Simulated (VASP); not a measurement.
# Zn (R-3m) in VASP: further runs

Runs on Zn. Level: LDA. Tasks: single point.

Program: VASP 6.6.1. These are calculated values, not measurements. Logs are shortened: lines on timing, memory, paths and dates and some standing lists are left out, and cuts for length are marked.

**1. The cell of the first run**

It takes space group R-3m (No. 166, trigonal). The conventional cell has a = 3.397 Å, b = 3.397 Å, c = 3.771 Å, α = 90.00°, β = 90.00°, γ = 120.00°. Within 3.1 Å of Zn (site symmetry -3m) lie 6 Zn at 2.33 Å.

**2. Single point, LDA**

INCAR reads:

```
PREC = Accurate ; ENCUT = 520
EDIFF = 1E-6 ; ISMEAR = 0
SIGMA = 0.15 ; LREAL = F
LASPH = T ; NELM = 60
ALGO = Fast ; ISIF = 2
LWAVE = F ; LCHARG = T
LELF = T ; LVHAR = T
NBANDS = 12
```

KPOINTS reads:

```
Automatic mesh
0
Gamma
  22 22 22
```

POSCAR reads:

```
Zn
1.0
   -0.8753746824      1.5264215927      1.5264215927
    1.5264215927     -0.8753746824      1.5264215927
    1.5264215927      1.5264215927     -0.8753746824
Zn
1
Direct
    0.0000000000      0.0000000000      0.0000000000
```

Potentials or basis: VASP PAW LDA potentials, release 64 (Zn).

Launch:

```sh
cat potpaw_LDA.64/Zn/POTCAR > POTCAR
mpirun -np 1 vasp_std > vasp.out
```

OUTCAR:

```text
PREC = Accurate
   ENCUT = 520
   EDIFF = 1E-6
   ISMEAR = 0
   LREAL = F
   LASPH = T
   NELM = 60
   ISIF = 2

 ion  position               nearest neighbor table
   1  0.000  0.000  0.000-

  LATTYP: Found a trigonal (rhomboedric) cell.
 ALAT       =     2.3294219437
 COS(alpha) =    -0.0631046292

  Lattice vectors:

 A1 = (  -0.8753746824,   1.5264215927,   1.5264215927)
 A2 = (   1.5264215927,  -0.8753746824,   1.5264215927)
 A3 = (   1.5264215927,   1.5264215927,  -0.8753746824)

Analysis of symmetry for initial positions (statically):
=====================================================================
 Subroutine PRICEL returns:
 Original cell was already a primitive cell.

 Routine SETGRP: Setting up the symmetry group for a
 trigonal (rhombohedral) supercell.

 Subroutine GETGRP returns: Found 12 space group operations
 (whereof 12 operations were pure point group operations)
 out of a pool of 12 trial point group operations.

The static configuration has the point symmetry D_3d.

Analysis of symmetry for dynamics (positions and initial velocities):
=====================================================================
 Subroutine PRICEL returns:
 Original cell was already a primitive cell.

 Routine SETGRP: Setting up the symmetry group for a
 trigonal (rhombohedral) supercell.

 Subroutine GETGRP returns: Found 12 space group operations
 (whereof 12 operations were pure point group operations)
 out of a pool of 12 trial point group operations.

The dynamic configuration has the point symmetry D_3d.

 Subroutine INISYM returns: Found 12 space group operations
 (whereof 12 operations are pure point group operations),
 and found     1 'primitive' translations

----------------------------------------------------------------------------------------

                                     Primitive cell

  volume of cell :      12.5610

  direct lattice vectors                    reciprocal lattice vectors
    -0.875374682  1.526421593  1.526421593    -0.124487067  0.291867980  0.291867980
     1.526421593 -0.875374682  1.526421593     0.291867980 -0.124487067  0.291867980
     1.526421593  1.526421593 -0.875374682     0.291867980  0.291867980 -0.124487067

  length of vectors
     2.329421944  2.329421944  2.329421944     0.431127435  0.431127435  0.431127435

  position of ions in fractional coordinates (direct lattice)
     0.000000000  0.000000000  0.000000000

  ion indices of the primitive-cell ions
   primitive index   ion index
                 1           1

----------------------------------------------------------------------------------------

 KPOINTS: Automatic mesh

Automatic generation of k-mesh.
 Grid dimensions read from file:
 generate k-points for:   22   22   22

 Generating k-lattice:

  Cartesian coordinates                     Fractional coordinates (reciprocal lattice)
    -0.005658503  0.013266726  0.013266726     0.045454545  0.000000000  0.000000000
     0.013266726 -0.005658503  0.013266726     0.000000000  0.045454545  0.000000000
     0.013266726  0.013266726 -0.005658503     0.000000000  0.000000000  0.045454545

  Length of vectors
     0.019596702  0.019596702  0.019596702

  Shift w.r.t. Gamma in fractional coordinates (k-lattice)
     0.000000000  0.000000000  0.000000000

 Subroutine IBZKPT returns following result:
 ===========================================

 Found   1024 irreducible k-points:

 Following reciprocal coordinates:
            Coordinates               Weight
  0.000000  0.000000  0.000000      1.000000
  0.045455 -0.000000 -0.000000      6.000000
  0.090909 -0.000000 -0.000000      6.000000
  0.136364 -0.000000 -0.000000      6.000000
  0.181818  0.000000  0.000000      6.000000
  0.227273  0.000000  0.000000      6.000000
[... 16 lines left out ...]
  0.500000  0.045455 -0.000000     12.000000
 -0.454545  0.045455  0.000000     12.000000
 [... further k-points ...]
   k-points           NKPTS =   1024   k-points in BZ     NKDIM =   1024   number of bands    NBANDS=     12
   number of dos      NEDOS =    301   number of ions     NIONS =      1
   total plane-waves  NPLWV =   5832
   dimension x,y,z NGX =    18 NGY =   18 NGZ =   18
   dimension x,y,z NGXF=    36 NGYF=   36 NGZF=   36
   ions per type =               1
   NGX,Y,Z   is equivalent  to a cutoff of  12.85, 12.85, 12.85 a.u.
   NGXF,Y,Z  is equivalent  to a cutoff of  25.69, 25.69, 25.69 a.u.
 SYSTEM =  unknown system
   PREC   = accura    normal or accurate (medium, high low for compatibility)
   ISTART =      0    job   : 0-new  1-cont  2-samecut
   ICHARG =      2    charge: 1-file 2-atom 10-const
   ISPIN  =      1    spin polarized calculation?
   LNONCOLLINEAR =      F non collinear calculations
   LSORBIT =      F    spin-orbit coupling
   LASPH  =      T    aspherical Exc in radial PAW
   ENCUT  =  520.0 eV  38.22 Ry    6.18 a.u.   4.33  4.33  4.33*2*pi/ulx,y,z
   NELM   =     60;   NELMIN=  2; NELMDL= -5     # of ELM steps
   EDIFF  = 0.1E-05   stopping-criterion for ELM
   LREAL  =      F    real-space projection
   EDIFFG = 0.1E-04   stopping-criterion for IOM
   NSW    =      0    number of steps for IOM
   IBRION =     -1    ionic relax: 0-MD 1-quasi-New 2-CG
   NFREE  =      0    steps in history (QN), initial steepest desc. (CG)
   ISIF   =      2    stress and relaxation
   ISYM   =      2    0-nonsym 1-usesym 2-fastsym
   POTIM  = 0.5000    time-step for ionic-motion
   TEBEG  =    0.0;   TEEND  =   0.0 temperature during run
   PSTRESS=    0.0 pullay stress
   NELECT =      12.0000    total number of electrons
   NUPDOWN=      -1.0000    fix difference up-down
   EMIN   =  10.00;   EMAX   =-10.00  energy-range for DOS
   EFERMI =   0.00;   METHOD = LEGACY
   ISMEAR =     0;   SIGMA  =   0.15  broadening in eV -4-tet -1-fermi 0-gaus
   EFERMI_NEDOS =   21; number of points for ismear=-14 and -15
   IALGO  =     68    algorithm
   IMIX   =      4    mixing-type and parameters
     AMIX     =   0.40;   BMIX     =  1.00
     AMIX_MAG =   1.60;   BMIX_MAG =  1.00
  volume/ion in A,a.u.               =      12.56        84.77
  Fermi-wavevector in a.u.,A,eV,Ry     =   1.612354  3.046908 35.370885  2.599687
  Thomas-Fermi vector in A             =   2.707598
   LORBIT       =      0    0 simple, 1 ext, 2 COOP (PROOUT), +10 PAW based schemes
   GGA     = CA    functional components
   LHFCALC =     F    Hartree Fock is set to
   AEXX    =    0.0000 exact exchange contribution
   IVDW    =     0    specifies the selected vdW correction
   LEPSILON=     F    determine dielectric tensor
   LRPA    =     F    only Hartree local field effects (RPA)
 non-spin polarized calculation
 RMM-DIIS sequential band-by-band and
 Gauss-broadening in eV      SIGMA  =   0.15
  energy-cutoff  :      520.00
  volume of cell :       12.56
 maximum number of plane-waves:       351
 NGX is ok and might be reduce to    18

 number of electron      11.9999977 magnetization

 Free energy of the ion-electron system (eV)
  ---------------------------------------------------
  ext. energy  EPLUGINS =         0.00000000
  ---------------------------------------------------
  free energy    TOTEN  =        -1.31488612 eV

  energy without entropy =       -1.31152190  energy(sigma->0) =       -1.31320401

 E-fermi :   4.2147     XC(G=0): -12.8716

 val. band max:        4.2104751206   @ k =  -0.2727   0.5000   0.2727
 cond. band min:       4.2164060942   @ k =   0.4545   0.2727   0.1818
 fundamental gap:      0.0059309736
 Fermi energy:         4.2147438499

 k-point     1 :       0.0000    0.0000    0.0000
  band No.  band energies     occupation
      1      -7.6357      2.00000
      2      -5.2668      2.00000
      3      -5.2668      2.00000
      4      -3.1253      2.00000
      5      -3.0822      2.00000
      6      -3.0822      2.00000
      7      19.7457      0.00000
      8      19.8311      0.00000
      9      19.8311      0.00000
     10      23.1999      0.00000
     11      23.1999      0.00000
     12      27.7028      0.00000

 k-point     2 :       0.0455   -0.0000   -0.0000
  band No.  band energies     occupation
      1      -7.5757      2.00000
      2      -5.2620      2.00000
      3      -5.2455      2.00000
      4      -3.1348      2.00000
      5      -3.0955      2.00000
      6      -3.0854      2.00000
      7      18.7098      0.00000
      8      19.8454      0.00000
      9      19.8960      0.00000
     10      23.2443      0.00000
     11      24.0932      0.00000
     12      28.0285      0.00000

 k-point     3 :       0.0909   -0.0000   -0.0000
  band No.  band energies     occupation
      1      -7.3980      2.00000
      2      -5.2479      2.00000
      3      -5.1805      2.00000
      4      -3.1692      2.00000
      5      -3.1341      2.00000
      6      -3.0876      2.00000
      7      16.7592      0.00000
      8      20.0543      0.00000
      9      20.0886      0.00000
     10      23.3786      0.00000
     11      25.2612      0.00000
     12      29.1906      0.00000
[... 286 lines left out ...]
 k-point    23 :       0.5000    0.0455   -0.0000
  band No.  band energies     occupation
      1      -5.0694      2.00000
      2      -5.0105      2.00000
      3      -3.7664      2.00000
      4      -3.7016      2.00000
      5      -3.0528      2.00000
      6      -0.1886      2.00000
      7       1.7112      2.00000
      8      23.9526      0.00000
      9      25.0811      0.00000
     10      27.4813      0.00000
     11      28.5826      0.00000
     12      29.0215      0.00000

 k-point    24 :      -0.4545    0.0455    0.0000
  band No.  band energies     occupation
      1      -5.0911      2.00000
      2      -5.0137      2.00000
      3      -3.7680      2.00000
      4      -3.6903      2.00000
      5      -3.0537      2.00000
      6      -0.8697      2.00000
      7       2.5308      2.00000
      8      24.6971      0.00000
      9      24.8506      0.00000
     10      26.4324      0.00000
     11      28.3333      0.00000
     12      28.5750      0.00000

 [... further k-points ...]
[... 5 lines left out ...]
  --------------------------------------------------------------------------------------
  -------------------------------------------------------------------------------------
  Total        2.5426082      2.5426082      2.5426082     -0.2307360     -0.2307360     -0.2307360
  in kB      324.3140835    324.3140835    324.3140835    -29.4307780    -29.4307780    -29.4307780
  external PRESSURE =     324.3140835 kB  Pullay stress =       0.0000000 kB

 VOLUME and BASIS-vectors are now :
 -----------------------------------------------------------------------------
  energy-cutoff  :      520.00
  volume of cell :       12.56
      direct lattice vectors                 reciprocal lattice vectors
    -0.875374682  1.526421593  1.526421593    -0.124487067  0.291867980  0.291867980
     1.526421593 -0.875374682  1.526421593     0.291867980 -0.124487067  0.291867980
     1.526421593  1.526421593 -0.875374682     0.291867980  0.291867980 -0.124487067

 POSITION                                       TOTAL-FORCE (eV/Angst)
 -----------------------------------------------------------------------------------
      0.00000      0.00000      0.00000         0.000000     -0.000000      0.000000
 -----------------------------------------------------------------------------------
    total drift:                                0.000000     -0.000000      0.000000

  FREE ENERGIE OF THE ION-ELECTRON SYSTEM (eV)
  ---------------------------------------------------
  free  energy   TOTEN  =        -1.3148861209 eV

  energy  without entropy=       -1.3115219016  energy(sigma->0) =       -1.31320401
```

It took 87 s on 1 thread of Intel Xeon Platinum 8259CL at 2.50GHz (Skylake/Cascade Lake), shared host; peak memory 0.25 GiB.

What came out:

```
Free energy            : -1.3149 eV
Pressure               : 32.4 GPa
Band gap on the k mesh : zero (band 6 reaches 10.45 eV, above the bottom of band 7 at 1.68 eV)
```

Stress tensor (GPa, compression positive):
```
32.43 -2.94 -2.94
-2.94 32.43 -2.94
-2.94 -2.94 32.43
```

**3. Single point, LDA**

This run uses another cell than the first one, of the same volume but with other edges.

INCAR reads:

```
  PREC = Accurate
  ENCUT = 520
  EDIFF = 1E-6
  ISMEAR = 0
  SIGMA = 0.15
  LREAL = False
  LASPH = True
  NELM = 60
  ALGO = Fast
  ISIF = 2
  LWAVE = False
  LCHARG = True
  LELF = True
  LVHAR = True
  NBANDS = 12
```

KPOINTS is that of step 2.

POSCAR reads:

```
Zn
1.0
   -2.0526514551      1.5187299370      1.5187299370
    1.5187299370     -2.0526514551      1.5187299370
    1.5187299370      1.5187299370     -2.0526514551
Zn
1
Direct
    0.0000000000      0.0000000000      0.0000000000
```

Potentials or basis: VASP PAW LDA potentials, release 64 (Zn).

Launch:

```sh
cat potpaw_LDA.64/Zn/POTCAR > POTCAR
mpirun -np 1 vasp_std > vasp.out
```

Wall time 1.9 min (1 thread of Intel Xeon Platinum 8259CL at 2.50GHz (Skylake/Cascade Lake), shared host); peak memory 0.26 GiB.

The run converged. Its results:

```
Free energy            : 2.3139 eV
Pressure               : 134.2 GPa
Band gap on the k mesh : zero (band 6 reaches 9.60 eV, above the bottom of band 7 at -0.26 eV)
```

Stress tensor (GPa, compression positive):
```
134.23 132.44 132.44
132.44 134.23 132.44
132.44 132.44 134.23
```

Levels at points of the mesh, in eV from the Fermi level:
| k point | band 4 | band 5 | band 6 | band 7 | band 8 | band 9 |
| --- | --- | --- | --- | --- | --- | --- |
| (0.00, 0.00, 0.00) | -9.36 | -6.97 | -6.97 | 9.35 | 9.35 | 14.37 |
| (0.50, 0.00, 0.00) | -8.07 | -7.00 | 1.83 | 7.32 | 13.45 | 15.64 |
| (0.50, 0.50, 0.00) | -6.96 | -6.95 | -5.14 | -4.63 | 4.81 | 10.50 |
| (0.50, 0.50, 0.50) | -8.08 | -6.67 | 5.23 | 9.79 | 9.79 | 12.84 |
